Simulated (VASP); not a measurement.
# MgS (Fm-3m) in VASP: further runs

MgS is run at these levels: PBEsol; tasks: electric field gradients.

Program: VASP 6.6.1. These are calculated values, not measurements. Logs are shortened: lines on timing, memory, paths and dates and some standing lists are left out, and cuts for length are marked.

### Step 1. The cell of the first run

Symmetry: Fm-3m, No. 225, cubic system. Conventional cell: a = 5.238 Å, b = 5.238 Å, c = 5.238 Å, α = 90.00°, β = 90.00°, γ = 90.00°. Within 3.5 Å of Mg (site symmetry m-3m) lie 6 S at 2.62 Å. S (site symmetry m-3m) has 6 Mg at 2.62 Å within 3.5 Å.

### Step 2. Electric field gradients, PBEsol (volume scaled by 1.02)

The input, INCAR:

```
  ALGO = Normal
  EDIFF = 1E-8
  ENCUT = 520
  GGA = PS
  ISIF = 2
  ISMEAR = -1
  LASPH = True
  LCHARG = False
  LEFG = True
  LREAL = False
  LWAVE = False
  NBANDS = 11
  NELM = 100
  PREC = Accurate
  SIGMA = 0.03
```

The input, KPOINTS:

```
k-points
0
Gamma
  10 10 10
```

The input, POSCAR:

```
MgS
1.0
    0.0000000000      2.6188799723      2.6188799723
    2.6188799723      0.0000000000      2.6188799723
    2.6188799723      2.6188799723      0.0000000000
Mg S
1 1
Direct
    0.0000000000      0.0000000000      0.0000000000
    0.5000000000      0.5000000000      0.5000000000
```

Potentials or basis: VASP PAW PBE potentials, release 64 (Mg, S).

Started as:

```bash
> cat potpaw_PBE.64/Mg/POTCAR potpaw_PBE.64/S/POTCAR > POTCAR
> mpirun -np 1 vasp_std > vasp.out
```

OUTCAR:

```text
EDIFF = 1E-8
   ENCUT = 520
   GGA = PS
   ISIF = 2
   ISMEAR = -1
   LASPH = True
   LREAL = False
   NELM = 100
   PREC = Accurate

 ion  position               nearest neighbor table
   1  0.000  0.000  0.000-   2 2.62   2 2.62   2 2.62   2 2.62   2 2.62   2 2.62
   2  0.500  0.500  0.500-   1 2.62   1 2.62   1 2.62   1 2.62   1 2.62   1 2.62

  LATTYP: Found a face centered cubic cell.
 ALAT       =     5.2377599446

  Lattice vectors:

 A1 = (   0.0000000000,   2.6188799723,   2.6188799723)
 A2 = (   2.6188799723,   0.0000000000,   2.6188799723)
 A3 = (   2.6188799723,   2.6188799723,   0.0000000000)

Analysis of symmetry for initial positions (statically):
=====================================================================
 Subroutine PRICEL returns:
 Original cell was already a primitive cell.

 Routine SETGRP: Setting up the symmetry group for a
 face centered cubic supercell.

 Subroutine GETGRP returns: Found 48 space group operations
 (whereof 48 operations were pure point group operations)
 out of a pool of 48 trial point group operations.

The static configuration has the point symmetry O_h .

Analysis of symmetry for dynamics (positions and initial velocities):
=====================================================================
 Subroutine PRICEL returns:
 Original cell was already a primitive cell.

 Routine SETGRP: Setting up the symmetry group for a
 face centered cubic supercell.

 Subroutine GETGRP returns: Found 48 space group operations
 (whereof 48 operations were pure point group operations)
 out of a pool of 48 trial point group operations.

The dynamic configuration has the point symmetry O_h .

 Subroutine INISYM returns: Found 48 space group operations
 (whereof 48 operations are pure point group operations),
 and found     1 'primitive' translations

----------------------------------------------------------------------------------------

                                     Primitive cell

  volume of cell :      35.9233

  direct lattice vectors                    reciprocal lattice vectors
     0.000000000  2.618879972  2.618879972    -0.190921312  0.190921312  0.190921312
     2.618879972  0.000000000  2.618879972     0.190921312 -0.190921312  0.190921312
     2.618879972  2.618879972  0.000000000     0.190921312  0.190921312 -0.190921312

  length of vectors
     3.703655575  3.703655575  3.703655575     0.330685412  0.330685412  0.330685412

  position of ions in fractional coordinates (direct lattice)
     0.000000000  0.000000000  0.000000000
     0.500000000  0.500000000  0.500000000

  ion indices of the primitive-cell ions
   primitive index   ion index
                 1           1
                 2           2

----------------------------------------------------------------------------------------

 KPOINTS: k-points

Automatic generation of k-mesh.
 Grid dimensions read from file:
 generate k-points for:   10   10   10

 Generating k-lattice:

  Cartesian coordinates                     Fractional coordinates (reciprocal lattice)
    -0.019092131  0.019092131  0.019092131     0.100000000  0.000000000  0.000000000
     0.019092131 -0.019092131  0.019092131     0.000000000  0.100000000  0.000000000
     0.019092131  0.019092131 -0.019092131     0.000000000  0.000000000  0.100000000

  Length of vectors
     0.033068541  0.033068541  0.033068541

  Shift w.r.t. Gamma in fractional coordinates (k-lattice)
     0.000000000  0.000000000  0.000000000

 Subroutine IBZKPT returns following result:
 ===========================================

 Found     47 irreducible k-points:

 Following reciprocal coordinates:
            Coordinates               Weight
  0.000000  0.000000  0.000000      1.000000
  0.100000  0.000000  0.000000      8.000000
  0.200000  0.000000  0.000000      8.000000
  0.300000  0.000000  0.000000      8.000000
  0.400000  0.000000  0.000000      8.000000
  0.500000  0.000000  0.000000      4.000000
[... 16 lines left out ...]
  0.300000  0.300000  0.000000      6.000000
  0.400000  0.300000  0.000000     24.000000
 [... further k-points ...]
   k-points           NKPTS =     47   k-points in BZ     NKDIM =     47   number of bands    NBANDS=     11
   number of dos      NEDOS =    301   number of ions     NIONS =      2
   total plane-waves  NPLWV =  21952
   dimension x,y,z NGX =    28 NGY =   28 NGZ =   28
   dimension x,y,z NGXF=    56 NGYF=   56 NGZF=   56
   ions per type =               1   1
   NGX,Y,Z   is equivalent  to a cutoff of  12.57, 12.57, 12.57 a.u.
   NGXF,Y,Z  is equivalent  to a cutoff of  25.14, 25.14, 25.14 a.u.
 SYSTEM =  unknown system
   PREC   = accura    normal or accurate (medium, high low for compatibility)
   ISTART =      0    job   : 0-new  1-cont  2-samecut
   ICHARG =      2    charge: 1-file 2-atom 10-const
   ISPIN  =      1    spin polarized calculation?
   LNONCOLLINEAR =      F non collinear calculations
   LSORBIT =      F    spin-orbit coupling
   LASPH  =      T    aspherical Exc in radial PAW
   ENCUT  =  520.0 eV  38.22 Ry    6.18 a.u.   6.89  6.89  6.89*2*pi/ulx,y,z
   NELM   =    100;   NELMIN=  2; NELMDL= -5     # of ELM steps
   EDIFF  = 0.1E-07   stopping-criterion for ELM
   LREAL  =      F    real-space projection
   EDIFFG = 0.1E-06   stopping-criterion for IOM
   NSW    =      0    number of steps for IOM
   IBRION =     -1    ionic relax: 0-MD 1-quasi-New 2-CG
   NFREE  =      0    steps in history (QN), initial steepest desc. (CG)
   ISIF   =      2    stress and relaxation
   ISYM   =      2    0-nonsym 1-usesym 2-fastsym
   POTIM  = 0.5000    time-step for ionic-motion
   TEBEG  =    0.0;   TEEND  =   0.0 temperature during run
   PSTRESS=    0.0 pullay stress
   NELECT =       8.0000    total number of electrons
   NUPDOWN=      -1.0000    fix difference up-down
   EMIN   =  10.00;   EMAX   =-10.00  energy-range for DOS
   EFERMI =   0.00;   METHOD = LEGACY
   ISMEAR =    -1;   SIGMA  =   0.03  broadening in eV -4-tet -1-fermi 0-gaus
   EFERMI_NEDOS =   21; number of points for ismear=-14 and -15
   IALGO  =     38    algorithm
   IMIX   =      4    mixing-type and parameters
     AMIX     =   0.40;   BMIX     =  1.00
     AMIX_MAG =   1.60;   BMIX_MAG =  1.00
  volume/ion in A,a.u.               =      17.96       121.21
  Fermi-wavevector in a.u.,A,eV,Ry     =   0.992307  1.875188 13.397282  0.984672
  Thomas-Fermi vector in A             =   2.124109
   LORBIT       =      0    0 simple, 1 ext, 2 COOP (PROOUT), +10 PAW based schemes
   GGA     = PS    functional components
   LHFCALC =     F    Hartree Fock is set to
   AEXX    =    0.0000 exact exchange contribution
   IVDW    =     0    specifies the selected vdW correction
   LEPSILON=     F    determine dielectric tensor
   LRPA    =     F    only Hartree local field effects (RPA)
 non-spin polarized calculation
  energy-cutoff  :      520.00
  volume of cell :       35.92
 maximum number of plane-waves:       982
   NGX = 13   NGY = 13   NGZ = 13

 number of electron       8.0000001 magnetization

 Free energy of the ion-electron system (eV)
  ---------------------------------------------------
  ext. energy  EPLUGINS =         0.00000000
  ---------------------------------------------------
  free energy    TOTEN  =        -9.06558739 eV

  energy without entropy =       -9.06558739  energy(sigma->0) =       -9.06558739

 E-fermi :   4.0822     XC(G=0):  -9.7550

 val. band max:        3.4999980519   @ k =   0.0000   0.0000   0.0000
 cond. band min:       6.1632748912   @ k =   0.5000   0.5000   0.0000
 fundamental gap:      2.6632768393
 Fermi energy:         4.0821968646

 k-point     1 :       0.0000    0.0000    0.0000
  band No.  band energies     occupation
      1      -9.0712      2.00000
      2       3.5000      2.00000
      3       3.5000      2.00000
      4       3.5000      2.00000
      5       6.9409      0.00000
      6      11.3658      0.00000
      7      11.3658      0.00000
      8      11.3658      0.00000
      9      13.7889      0.00000
     10      13.7889      0.00000
     11      15.7492      0.00000

 k-point     2 :       0.1000    0.0000    0.0000
  band No.  band energies     occupation
      1      -8.9757      2.00000
      2       2.7655      2.00000
      3       3.4348      2.00000
      4       3.4348      2.00000
      5       7.5374      0.00000
      6      11.0887      0.00000
      7      11.5467      0.00000
      8      11.5467      0.00000
      9      13.2657      0.00000
     10      13.2657      0.00000
     11      16.0445      0.00000

 k-point     3 :       0.2000    0.0000    0.0000
  band No.  band energies     occupation
      1      -8.7066      2.00000
      2       1.3919      2.00000
      3       3.2763      2.00000
      4       3.2763      2.00000
      5       8.2133      0.00000
      6      11.1607      0.00000
      7      11.5035      0.00000
      8      11.5035      0.00000
      9      13.1956      0.00000
     10      13.1956      0.00000
     11      15.4411      0.00000

 k-point     4 :       0.3000    0.0000    0.0000
  band No.  band energies     occupation
      1      -8.3242      2.00000
      2       0.0609      2.00000
      3       3.1000      2.00000
      4       3.1000      2.00000
      5       8.1744      0.00000
      6      10.9141      0.00000
      7      10.9141      0.00000
      8      12.2008      0.00000
      9      14.3613      0.00000
     10      14.3613      0.00000
     11      14.8867      0.00000
[... 239 lines left out ...]
 k-point    22 :      -0.2000    0.2000    0.0000
  band No.  band energies     occupation
      1      -8.2005      2.00000
      2       0.3002      2.00000
      3       1.8618      2.00000
      4       3.1479      2.00000
      5       9.5327      0.00000
      6      10.5414      0.00000
      7      10.7483      0.00000
      8      11.2571      0.00000
      9      13.0151      0.00000
     10      16.7936      0.00000
     11      17.6849      0.00000

 k-point    23 :       0.3000    0.3000    0.0000
  band No.  band energies     occupation
      1      -8.0952      2.00000
      2       0.4235      2.00000
      3       2.3044      2.00000
      4       2.3044      2.00000
      5       7.6904      0.00000
      6       8.5942      0.00000
      7      12.3266      0.00000
      8      14.2505      0.00000
      9      14.2505      0.00000
     10      15.1585      0.00000
     11      19.5212      0.00000

 k-point    24 :       0.4000    0.3000    0.0000
  band No.  band energies     occupation
      1      -7.8176      2.00000
      2      -0.0745      2.00000
      3       1.8808      2.00000
      4       2.1527      2.00000
      5       7.3206      0.00000
      6       8.6305      0.00000
      7      12.7443      0.00000
      8      13.8766      0.00000
      9      15.3435      0.00000
     10      16.6479      0.00000
     11      19.9101      0.00000

 [... further k-points ...]

------------------------ aborting loop because EDIFF is reached ----------------------------------------

  FORCE on cell =-STRESS in cart. coord.  units (eV):
  Direction    XX          YY          ZZ          XY          YZ          ZX
  --------------------------------------------------------------------------------------
  -------------------------------------------------------------------------------------
  Total       -0.5715636     -0.5715636     -0.5715636      0.0000000      0.0000000     -0.0000000
  in kB      -25.4916742    -25.4916742    -25.4916742      0.0000000      0.0000000     -0.0000000
  external PRESSURE =     -25.4916742 kB  Pullay stress =       0.0000000 kB

 VOLUME and BASIS-vectors are now :
 -----------------------------------------------------------------------------
  energy-cutoff  :      520.00
  volume of cell :       35.92
      direct lattice vectors                 reciprocal lattice vectors
     0.000000000  2.618879972  2.618879972    -0.190921312  0.190921312  0.190921312
     2.618879972  0.000000000  2.618879972     0.190921312 -0.190921312  0.190921312
     2.618879972  2.618879972  0.000000000     0.190921312  0.190921312 -0.190921312

 POSITION                                       TOTAL-FORCE (eV/Angst)
 -----------------------------------------------------------------------------------
      0.00000      0.00000      0.00000         0.000000     -0.000000     -0.000000
      2.61888      2.61888      2.61888        -0.000000      0.000000      0.000000
 -----------------------------------------------------------------------------------
    total drift:                                0.000000      0.000000      0.000000

  FREE ENERGIE OF THE ION-ELECTRON SYSTEM (eV)
  ---------------------------------------------------
  free  energy   TOTEN  =        -9.0655873894 eV

  energy  without entropy=       -9.0655873894  energy(sigma->0) =       -9.06558739

 Electric field gradients (V/A^2)
---------------------------------------------------------------------
 ion       V_xx      V_yy      V_zz      V_xy      V_xz      V_yz
---------------------------------------------------------------------
   1      -0.000     0.000     0.000     0.000     0.000     0.000
   2       0.000    -0.000     0.000    -0.000    -0.000    -0.000
---------------------------------------------------------------------

 Electric field gradients after diagonalization (V/A^2)
 (convention: |V_zz| > |V_xx| > |V_yy|)
----------------------------------------------------------------------
 ion       V_xx      V_yy      V_zz     asymmetry (V_yy - V_xx)/ V_zz
----------------------------------------------------------------------
   1      -0.000    -0.000     0.000       0.000
   2       0.000     0.000    -0.001       0.000
----------------------------------------------------------------------

           NMR quadrupolar parameters

 Cq : quadrupolar parameter    Cq=e*Q*V_zz/h
 eta: asymmetry parameters     (V_yy - V_xx)/ V_zz
 Q  : nuclear electric quadrupole moment in mb (millibarn)
----------------------------------------------------------------------
 ion       Cq(MHz)       eta       Q (mb)
----------------------------------------------------------------------
   1       0.000       0.000       1.000
   2      -0.000       0.000       1.000
----------------------------------------------------------------------
```

Wall time 47 s (1 thread of AMD EPYC 7R13, shared host); peak memory 0.13 GiB.

Results:

- Free energy: -9.0656 eV
- Pressure: -2.5 GPa
- Band gap on the k mesh: 2.66 eV, indirect (least direct gap 3.44 eV)

Levels at points of the mesh, in eV from the valence-band top:
```tsv
k point	band 2	band 3	band 4	band 5	band 6	band 7
(0.00, 0.00, 0.00)	0.00	0.00	0.00	3.44	7.87	7.87
(0.50, 0.00, 0.00)	-4.79	-0.58	-0.58	4.37	6.80	6.80
(0.50, 0.50, 0.00)	-4.16	-1.66	-1.66	2.66	4.30	11.68
```

Caveat: without QUAD_EFG the Cq values of the log hold for a quadrupole moment of 1 mb, not for the nuclei; the PAW data sets were made with another functional, which shifts forces and pressure a little.

(Part 1 of 3 ends here.)
